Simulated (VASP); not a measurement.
Mg12Cu (a cell with a defect): single point with PBE

Crystal: Mg12Cu (a cell with a defect).

```
CELL_PARAMETERS angstrom
6.42000 0.00000 0.00000
-4.81500 8.33982 0.00000
0.00000 0.00000 5.21304
ATOMIC_POSITIONS crystal
Mg 0.99931 0.99634 0.03077
Mg 0.17002 0.22465 0.50969
Mg 0.00237 0.33124 0.00697
Mg 0.14643 0.53095 0.51365
Mg 0.97318 0.65119 0.96798
Mg 0.16303 0.90444 0.53469
Mg 0.51987 0.02473 0.98860
Mg 0.66424 0.22460 0.49497
Mg 0.49716 0.33166 0.99186
Mg 0.66768 0.55992 0.47112
Mg 0.50365 0.65187 0.96731
Mg 0.69423 0.90529 0.53413
Cu 0.33344 0.77798 0.25169
```

```yaml
Program: VASP 6.6.1
Task: single point
Functional: PBE
Potentials_or_basis: VASP PAW PBE potentials, release 64 (Mg, Cu)
Cutoff: 520 eV
k_mesh: 4 × 3 × 4
Occupations: fermi-dirac, width 0.05 eV
Spin: no spin polarisation
```

```
Pressure      : 2.3 GPa
Largest force : 0.009 eV/Å
```

Forces on the atoms (eV/Å):
```
Mg  -0.002  0.008 -0.002
Mg   0.000  0.000 -0.001
Mg   0.001  0.002  0.000
Mg  -0.001  0.003  0.006
Mg  -0.001  0.000 -0.003
Mg  -0.002  0.000  0.001
Mg   0.001 -0.003 -0.007
Mg  -0.001  0.000  0.000
Mg   0.000 -0.001  0.003
Mg   0.000 -0.008  0.003
Mg   0.003  0.000 -0.001
Mg   0.000 -0.001  0.004
Cu   0.001 -0.001 -0.002
```

Stress tensor (GPa, compression positive):
```
 1.60 -0.25 -0.13
-0.25  2.17  0.01
-0.13  0.01  3.15
```

Levels at points of the mesh, in eV from the Fermi level:
```
           k point  band 14  band 15  band 16  band 17  band 18  band 19  band 20  band 21
(0.00, 0.00, 0.00)    -1.54    -0.50    -0.23     0.03     0.25     0.32     0.52     1.33
(0.50, 0.00, 0.00)    -0.77    -0.56    -0.46    -0.32    -0.11    -0.05     0.05     0.35
(0.00, 0.00, 0.50)    -2.00    -1.87    -1.35    -1.11    -0.77    -0.57     0.82     1.10
(0.50, 0.00, 0.50)    -1.06    -1.00    -0.89    -0.76     0.45     0.69     0.71     0.80
```

Wall time 7.2 min on 1 thread of AMD EPYC 7R43 64-Core Processor (Zen 3) (shared host), peak memory 0.41 GiB.
